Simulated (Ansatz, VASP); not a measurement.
**One calculation of AlIn2B2As, two programs**

```xyz
6
Lattice="4.3217 0.0000 0.0000 0.0000 4.3217 0.0000 0.0000 0.0000 7.0764" Properties=species:S:1:pos:R:3 pbc="T T T"
Al    2.1609    2.1609    3.8152
In    2.1609    0.0000    6.1053
In    0.0000    2.1609    6.1053
B     0.0000    0.0000    1.5817
B     0.0000    0.0000    0.0205
As    0.0000    0.0000    3.5019
```

Alike in both runs: functional PBE; k mesh 4 × 4 × 3; occupations gaussian, width 0.2 eV; no spin polarisation.

Ansatz relaxed the structure, and its values are those at the end. VASP's run is a single point on that final structure, the one shown.

|  | VASP | Ansatz |
| --- | --- | --- |
| version | VASP 6.6.1 | Ansatz 0.2.0 |
| potentials or method | VASP PAW PBE potentials, release 64 (Al, In_d, B, As), cutoff 520 eV | scalar-relativistic, plane waves, PAW |
| valence electrons in the cell | 40 | 50 |

VASP gave:

| Quantity | Value |
| --- | --- |
| gap on the k mesh at the Fermi level (eV) | none |
| pressure (GPa) | 0.0 |
| rms of the force components (eV/Å) | 0.027 |

Which values does Ansatz return?

gap on the k mesh at the Fermi level (eV): none; pressure (GPa): 0.0; rms of the force components (eV/Å): 0.003.

A gap of «none» marks a metal or a gap that the smearing closes. The functional is the same, so the differences come from potentials, cutoffs and numerics. VASP's potentials hold 40 valence electrons a cell and Ansatz's 50, so a difference there can come from the potentials and not from the codes.

The k mesh is coarse, so the values compare programs but aren't converged.
